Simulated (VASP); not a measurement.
# CuO (C2/c) in VASP: single point with LDA+U

Aim: the single point of CuO with LDA+U.

Program: VASP 6.6.1. These are calculated values, not measurements. Logs are shortened: lines on timing, memory, paths and dates and some standing lists are left out, and cuts for length are marked.

## 1. The cell of the first run

Symmetry: C2/c, No. 15, monoclinic system. The conventional cell has a = 4.684 Å, b = 3.423 Å, c = 5.129 Å, α = 90.00°, β = 99.54°, γ = 90.00°. Within 2.6 Å of Cu (site symmetry -1) lie 4 O at 1.95 to 1.96 Å. O (site symmetry 2) has 4 Cu at 1.95 to 1.96 Å within 2.6 Å.

## 2. Single point, LDA+U, collinear spin, ferromagnetic start

File INCAR:

```
PREC = Accurate
ENCUT = 520
EDIFF = 1E-6
ISMEAR = -1
SIGMA = 0.05
LREAL = False
LASPH = True
NELM = 150
ALGO = Normal
ISIF = 2
LWAVE = False
LCHARG = False
ISPIN = 2
MAGMOM = 1 1 0 0
LORBIT = 11
LMAXMIX = 4
LDAU = True
LDAUTYPE = 2
LDAUL = 2 -1
LDAUU = 4.8 0
LDAUJ = 0 0
LDAUPRINT = 1
GGA = CA
NBANDS = 29
```

File KPOINTS:

```
regular mesh
0
Gamma
  7 7 4
```

File POSCAR:

```
CuO
1.0
    2.3418500000     -1.7113000000      0.0000000000
    2.3418500000      1.7113000000      0.0000000000
   -0.8500300000      0.0000000000      5.0578700000
Cu O
2 2
Direct
    0.0000000000      0.5000000000      0.0000000000
    0.5000000000      0.0000000000      0.5000000000
    0.5816000000      0.4184000000      0.2500000000
    0.4184000000      0.5816000000      0.7500000000
```

Potentials or basis: VASP PAW LDA potentials, release 64 (Cu, O).

Started as:

```
$ cat potpaw_LDA.64/Cu/POTCAR potpaw_LDA.64/O/POTCAR > POTCAR
$ mpirun -np 1 vasp_std > vasp.out
```

OUTCAR:

```text
PREC = Accurate
   ENCUT = 520
   EDIFF = 1E-6
   ISMEAR = -1
   LREAL = False
   LASPH = True
   NELM = 150
   ISIF = 2
   ISPIN = 2
   LORBIT = 11
   GGA = CA

 ion  position               nearest neighbor table
   1  0.000  0.500  0.000-   3 1.95   4 1.95   4 1.96   3 1.96
   2  0.500  0.000  0.500-   4 1.95   3 1.95   4 1.96   3 1.96
   3  0.582  0.418  0.250-   2 1.95   1 1.95   2 1.96   1 1.96
   4  0.418  0.582  0.750-   1 1.95   2 1.95   2 1.96   1 1.96

  LATTYP: Found a base centered monoclinic cell.
 ALAT       =     4.6837000000
 B/A-ratio  =     0.7307470589
 C/A-ratio  =     1.0950319242
 COS(beta)  =    -0.1657365915

  Lattice vectors:

 A1 = (   2.3418500000,  -1.7113000000,   0.0000000000)
 A2 = (   2.3418500000,   1.7113000000,   0.0000000000)
 A3 = (  -0.8500300000,   0.0000000000,   5.0578700000)

Analysis of symmetry for initial positions (statically):
=====================================================================
 Subroutine PRICEL returns:
 Original cell was already a primitive cell.

 Routine SETGRP: Setting up the symmetry group for a
 base centered monoclinic supercell.

 Subroutine GETGRP returns: Found  4 space group operations
 (whereof  2 operations were pure point group operations)
 out of a pool of  4 trial point group operations.

The static configuration has the point symmetry S_2 .
 The point group associated with its full space group is C_2h.

Analysis of symmetry for dynamics (positions and initial velocities):
=====================================================================
 Subroutine PRICEL returns:
 Original cell was already a primitive cell.

 Routine SETGRP: Setting up the symmetry group for a
 base centered monoclinic supercell.

 Subroutine GETGRP returns: Found  4 space group operations
 (whereof  2 operations were pure point group operations)
 out of a pool of  4 trial point group operations.

The dynamic configuration has the point symmetry S_2 .
 The point group associated with its full space group is C_2h.

Analysis of structural, dynamic, and magnetic symmetry:
=====================================================================
 Subroutine PRICEL returns:
 Original cell was already a primitive cell.

 Routine SETGRP: Setting up the symmetry group for a
 base centered monoclinic supercell.

 Subroutine GETGRP returns: Found  4 space group operations
 (whereof  2 operations were pure point group operations)
 out of a pool of  4 trial point group operations.

The overall configuration has the point symmetry S_2 .
 The point group associated with its full space group is C_2h.

 Subroutine INISYM returns: Found  4 space group operations
 (whereof  2 operations are pure point group operations),
 and found     1 'primitive' translations

----------------------------------------------------------------------------------------

                                     Primitive cell

  volume of cell :      40.5399

  direct lattice vectors                    reciprocal lattice vectors
     2.341850000 -1.711300000  0.000000000     0.213506416 -0.292175539  0.035882073
[... 146 lines left out ...]
  0.9502 -0.0383  0.0098  0.0471 -0.0161
 -0.0383  0.8036  0.0037  0.2327 -0.0770
  0.0098  0.0037  0.9696 -0.0052  0.0003
  0.0471  0.2327 -0.0052  0.6337  0.1103
 -0.0161 -0.0770  0.0003  0.1103  0.9291

 occupancies and eigenvectors

  o =  0.4267  v =  0.0000  0.0000  0.0000  0.0000  0.0000 -0.1190 -0.5499  0.0136  0.7845 -0.2604      0.0000  0.0000  0.0000  0.0000  0.0000  0.0000  0.0000  0.0000  0.0000  0.0000
  o =  0.9518  v =  0.0000  0.0000  0.0000  0.0000  0.0000  0.8519  0.1625 -0.4366  0.2188 -0.0962      0.0000  0.0000  0.0000  0.0000  0.0000  0.0000  0.0000  0.0000  0.0000  0.0000
  o =  0.9601  v =  0.8595  0.1488 -0.4459  0.1898 -0.0663  0.0000  0.0000  0.0000  0.0000  0.0000      0.0000  0.0000  0.0000  0.0000  0.0000  0.0000  0.0000  0.0000  0.0000  0.0000
  o =  0.9656  v =  0.0000  0.0000  0.0000  0.0000  0.0000  0.0782  0.0577  0.1494  0.3544  0.9179      0.0000  0.0000  0.0000  0.0000  0.0000  0.0000  0.0000  0.0000  0.0000  0.0000
  o =  0.9671  v =  0.0000  0.0000  0.0000  0.0000  0.0000 -0.1384  0.7913  0.3033  0.4427 -0.2583      0.0000  0.0000  0.0000  0.0000  0.0000  0.0000  0.0000  0.0000  0.0000  0.0000
  o =  0.9729  v =  0.0430 -0.6700 -0.3391 -0.5773 -0.3178  0.0000  0.0000  0.0000  0.0000  0.0000      0.0000  0.0000  0.0000  0.0000  0.0000  0.0000  0.0000  0.0000  0.0000  0.0000
  o =  0.9738  v = -0.1388  0.4194  0.0036 -0.0053 -0.8971  0.0000  0.0000  0.0000  0.0000  0.0000      0.0000  0.0000  0.0000  0.0000  0.0000  0.0000  0.0000  0.0000  0.0000  0.0000
  o =  0.9751  v =  0.0000  0.0000  0.0000  0.0000  0.0000  0.4845 -0.2042  0.8336 -0.1228 -0.1167      0.0000  0.0000  0.0000  0.0000  0.0000  0.0000  0.0000  0.0000  0.0000  0.0000
  o =  0.9795  v = -0.4823  0.1866 -0.8283  0.1473  0.1577  0.0000  0.0000  0.0000  0.0000  0.0000      0.0000  0.0000  0.0000  0.0000  0.0000  0.0000  0.0000  0.0000  0.0000  0.0000
  o =  1.0262  v = -0.0871 -0.5642  0.0139  0.7804 -0.2548  0.0000  0.0000  0.0000  0.0000  0.0000      0.0000  0.0000  0.0000  0.0000  0.0000  0.0000  0.0000  0.0000  0.0000  0.0000

atom =   2  type =  1  l = 2

 onsite density matrix

spin component  1

  0.9654  0.0003 -0.0075  0.0062 -0.0015
  0.0003  0.9899  0.0006  0.0236 -0.0077
 -0.0075  0.0006  0.9749  0.0009 -0.0014
  0.0062  0.0236  0.0009  1.0050 -0.0103
 -0.0015 -0.0077 -0.0014 -0.0103  0.9772

spin component  2

  0.9502 -0.0383 -0.0098 -0.0471  0.0161
 -0.0383  0.8036 -0.0037 -0.2327  0.0770
 -0.0098 -0.0037  0.9696 -0.0052  0.0003
 -0.0471 -0.2327 -0.0052  0.6337  0.1103
  0.0161  0.0770  0.0003  0.1103  0.9291

 occupancies and eigenvectors

  o =  0.4267  v =  0.0000  0.0000  0.0000  0.0000  0.0000  0.1190  0.5499  0.0136  0.7845 -0.2604      0.0000  0.0000  0.0000  0.0000  0.0000  0.0000  0.0000  0.0000  0.0000  0.0000
  o =  0.9518  v =  0.0000  0.0000  0.0000  0.0000  0.0000 -0.8519 -0.1625 -0.4366  0.2188 -0.0962      0.0000  0.0000  0.0000  0.0000  0.0000  0.0000  0.0000  0.0000  0.0000  0.0000
  o =  0.9601  v =  0.8595  0.1488  0.4459 -0.1898  0.0663  0.0000  0.0000  0.0000  0.0000  0.0000      0.0000  0.0000  0.0000  0.0000  0.0000  0.0000  0.0000  0.0000  0.0000  0.0000
  o =  0.9656  v =  0.0000  0.0000  0.0000  0.0000  0.0000 -0.0782 -0.0577  0.1494  0.3544  0.9179      0.0000  0.0000  0.0000  0.0000  0.0000  0.0000  0.0000  0.0000  0.0000  0.0000
  o =  0.9671  v =  0.0000  0.0000  0.0000  0.0000  0.0000  0.1384 -0.7913  0.3033  0.4427 -0.2583      0.0000  0.0000  0.0000  0.0000  0.0000  0.0000  0.0000  0.0000  0.0000  0.0000
  o =  0.9729  v = -0.0430  0.6700 -0.3391 -0.5773 -0.3178  0.0000  0.0000  0.0000  0.0000  0.0000      0.0000  0.0000  0.0000  0.0000  0.0000  0.0000  0.0000  0.0000  0.0000  0.0000
  o =  0.9738  v =  0.1388 -0.4194  0.0036 -0.0053 -0.8971  0.0000  0.0000  0.0000  0.0000  0.0000      0.0000  0.0000  0.0000  0.0000  0.0000  0.0000  0.0000  0.0000  0.0000  0.0000
  o =  0.9751  v =  0.0000  0.0000  0.0000  0.0000  0.0000 -0.4845  0.2042  0.8336 -0.1228 -0.1167      0.0000  0.0000  0.0000  0.0000  0.0000  0.0000  0.0000  0.0000  0.0000  0.0000
  o =  0.9795  v = -0.4823  0.1866  0.8283 -0.1473 -0.1577  0.0000  0.0000  0.0000  0.0000  0.0000      0.0000  0.0000  0.0000  0.0000  0.0000  0.0000  0.0000  0.0000  0.0000  0.0000
  o =  1.0262  v =  0.0871  0.5642  0.0139  0.7804 -0.2548  0.0000  0.0000  0.0000  0.0000  0.0000      0.0000  0.0000  0.0000  0.0000  0.0000  0.0000  0.0000  0.0000  0.0000  0.0000

 number of electron      34.0000001 magnetization       1.9507341

 Free energy of the ion-electron system (eV)
  ---------------------------------------------------
  ext. energy  EPLUGINS =         0.00000000
  ---------------------------------------------------
  free energy    TOTEN  =       -20.14768041 eV

  energy without entropy =      -20.14331510  energy(sigma->0) =      -20.14549775

 E-fermi :   4.9606     XC(G=0): -12.3960

 val. band max:        4.8710436354   @ k =  -0.4286   0.4286   0.0000
 cond. band min:       4.9979566884   @ k =   0.0000   0.0000   0.0000
 fundamental gap:      0.1269130530
 Fermi energy:         4.9605857939

 spin component 1

 k-point     1 :       0.0000    0.0000    0.0000
  band No.  band energies     occupation
      1     -14.2825      1.00000
      2     -12.8554      1.00000
      3      -3.3308      1.00000
      4      -2.1679      1.00000
      5      -1.7674      1.00000
      6      -0.2058      1.00000
[... 1529 lines left out ...]
     28      23.3277      0.00000
     29      25.1527      0.00000

 [... further k-points ...]

------------------------ aborting loop because EDIFF is reached ----------------------------------------

  FORCE on cell =-STRESS in cart. coord.  units (eV):
  Direction    XX          YY          ZZ          XY          YZ          ZX
  --------------------------------------------------------------------------------------
  -------------------------------------------------------------------------------------
  Total       -3.2190830     -1.9770305     -3.3248368      0.0000000      0.0000000      0.5171845
  in kB     -127.2213116    -78.1341808   -131.4008066      0.0000000      0.0000000     20.4396380
  external PRESSURE =    -112.2520996 kB  Pullay stress =       0.0000000 kB

 VOLUME and BASIS-vectors are now :
 -----------------------------------------------------------------------------
  energy-cutoff  :      520.00
  volume of cell :       40.54
      direct lattice vectors                 reciprocal lattice vectors
     2.341850000 -1.711300000  0.000000000     0.213506416 -0.292175539  0.035882073
     2.341850000  1.711300000  0.000000000     0.213506416  0.292175539  0.035882073
    -0.850030000  0.000000000  5.057870000     0.000000000  0.000000000  0.197711685

 POSITION                                       TOTAL-FORCE (eV/Angst)
 -----------------------------------------------------------------------------------
      1.17092      0.85565      0.00000        -0.000000      0.000000      0.000000
      0.74591     -0.85565      2.52894        -0.000000      0.000000      0.000000
      2.12934     -0.27928      1.26447         0.000000      0.273756      0.000000
      1.70433      0.27928      3.79340        -0.000000     -0.273756      0.000000
 -----------------------------------------------------------------------------------
    total drift:                                0.000000      0.000000     -0.000000

  FREE ENERGIE OF THE ION-ELECTRON SYSTEM (eV)
  ---------------------------------------------------
  free  energy   TOTEN  =       -20.1476804093 eV

  energy  without entropy=      -20.1433150961  energy(sigma->0) =      -20.14549775

 total charge

# of ion       s       p       d       tot
------------------------------------------
    1        0.380   0.395   9.177   9.951
    2        0.380   0.395   9.177   9.951
    3        1.545   3.406   0.000   4.951
    4        1.545   3.406   0.000   4.951
--------------------------------------------------
tot          3.850   7.601  18.354  29.805

 magnetization (x)

# of ion       s       p       d       tot
------------------------------------------
    1       -0.002   0.005   0.626   0.628
    2       -0.002   0.005   0.626   0.628
    3        0.020   0.284   0.000   0.304
    4        0.020   0.284   0.000   0.304
--------------------------------------------------
tot          0.034   0.577   1.252   1.864
```

Run time: 3.5 min. Hardware: 1 thread of AMD EPYC 7R13, shared host; peak memory 0.19 GiB.

What came out:

```yaml
Free_energy: -20.1477 eV
Pressure: -11.2 GPa
Largest_force: 0.274 eV/Å
Net_moment: 1.95 μB per cell
Site_moments: Cu +0.63; O +0.30 μB
Valence_electrons_inside_the_program's_atomic_spheres: Cu 9.95; O 4.95
```

Forces on the atoms (eV/Å):
```
Cu   0.000  0.000  0.000
Cu   0.000  0.000  0.000
O    0.000  0.274  0.000
O    0.000 -0.274  0.000
```

Levels at points of the mesh, in eV from the Fermi level:
Spin up:
| k point | band 14 | band 15 | band 16 | band 17 | band 18 | band 19 | band 20 | band 21 | band 22 | band 23 |
| --- | --- | --- | --- | --- | --- | --- | --- | --- | --- | --- |
| (0.00, 0.00, 0.00) | -2.66 | -2.64 | -2.24 | -0.52 | 0.04 | 1.76 | 6.38 | 8.22 | 13.61 | 15.44 |
| (0.00, 0.00, 0.50) | -3.44 | -1.96 | -1.96 | -0.62 | -0.62 | 4.06 | 4.06 | 11.79 | 11.79 | 14.41 |
Spin down:
```
           k point  band 14  band 15  band 16  band 17  band 18  band 19
(0.00, 0.00, 0.00)    -2.18    -2.12    -1.68     1.25     2.05     2.09
(0.00, 0.00, 0.50)    -2.98    -1.43    -1.43     1.46     1.46     4.37
```

Eigenvalues of the final occupation matrices:
```tsv
site	spin	trace	eigenvalues
site 1 d	1	4.91	0.96 0.97 0.97 0.98 1.03
site 1 d	2	4.29	0.43 0.95 0.97 0.97 0.98
site 2 d	1	4.91	0.96 0.97 0.97 0.98 1.03
site 2 d	2	4.29	0.43 0.95 0.97 0.97 0.98
```

The state reached can hang on the start; a lower one may exist.
